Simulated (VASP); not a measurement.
Input of a VASP 6.6.1 run:

POSCAR

```
ZnS
1.0
    3.8109987816      0.0000000000      0.0285824909
   -1.9054993908      3.3004217586     -0.0142912454
    0.0467550000      0.0000000000      6.2340000000
Zn S
2 2
Direct
    0.3333333333      0.6666666667      0.0000000000
    0.6666666667      0.3333333333      0.5000000000
    0.3333333333      0.6666666667      0.3850000000
    0.6666666667      0.3333333333      0.8850000000
```

The input INCAR.step1:

```
ALGO = Normal
EDIFF = 1E-4
ENCUT = 520
GGA = PE
ISMEAR = 0
LASPH = True
LCHARG = False
LREAL = False
LWAVE = True
NBANDS = 26
NELM = 80
PREC = Accurate
SIGMA = 0.05
```

The input INCAR.step2:

```
ALGO = Normal
EDIFF = 1E-7
ENCUT = 520
ISIF = 2
ISMEAR = 0
ISTART = 1
LASPH = True
LCHARG = False
LMIXTAU = True
LREAL = False
LWAVE = False
METAGGA = R2SCAN
NBANDS = 26
NELM = 80
PREC = Accurate
SIGMA = 0.05
```

KPOINTS

```
k-points
0
Gamma
  6 6 4
```

Potentials or basis: VASP PAW PBE potentials, release 64 (Zn, S).

The run is started by

```bash
$ cat potpaw_PBE.64/Zn/POTCAR potpaw_PBE.64/S/POTCAR > POTCAR
$ cp INCAR.step1 INCAR
$ mpirun -np 1 vasp_std > vasp.out
$ cp INCAR.step2 INCAR
$ mpirun -np 1 vasp_std > vasp.out
```

(1) Predict the band gap on the k mesh.

(2) Estimate the pressure.

Answers

(1) 2.80 eV, direct.

(2) 0.2 GPa.

Caveat: the cell differs from its parent crystal (strain +0.0150 x Voigt [0, 0, 0, 0, 1, 0]); the PAW data sets were made with another functional, which shifts forces and pressure a little.
